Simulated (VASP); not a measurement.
The system is WS2 (Tungstenite).

```
CELL_PARAMETERS angstrom
1.60997 0.92952 6.28421
-1.60997 0.92952 6.28421
0.00000 -1.85903 6.28421
ATOMIC_POSITIONS crystal
W 0.00000 0.00000 0.00000
S 0.58100 0.58100 0.58100
S 0.75030 0.75030 0.75030
```

This cell differs from its parent crystal: volume scaled by 1.06.

Base run:

- Program: VASP 6.6.1
- Functional: PBE
- Potentials or basis: VASP PAW PBE potentials, release 64 (W_sv, S)
- Cutoff: 520 eV
- k mesh: 10 × 10 × 10
- Occupations: fermi-dirac, width 0.05 eV
- Spin: no spin polarisation

Its results: band gap on the k mesh 1.12 eV, indirect (least direct gap 2.07 eV); pressure -4.5 GPa; largest force 1.020 eV/Å.

Question: The run is repeated on the same cell with these changes: functional from PBE to PBEsol. What comes out?

Answer: Band gap on the k mesh 1.08 eV, indirect (least direct gap 2.07 eV); pressure -9.1 GPa; largest force 1.264 eV/Å.

PBEsol binds more tightly than PBE, so the same cell stands under less pressure.

Caveats: spin-orbit coupling is left out, which moves the levels of the heavy elements; forces of over 1 eV/Å act on the atoms, so gaps and moduli don't describe the material at rest (some runs); the PAW data sets were made with another functional, which shifts forces and pressure a little (some runs).

A k mesh can miss the band edges.
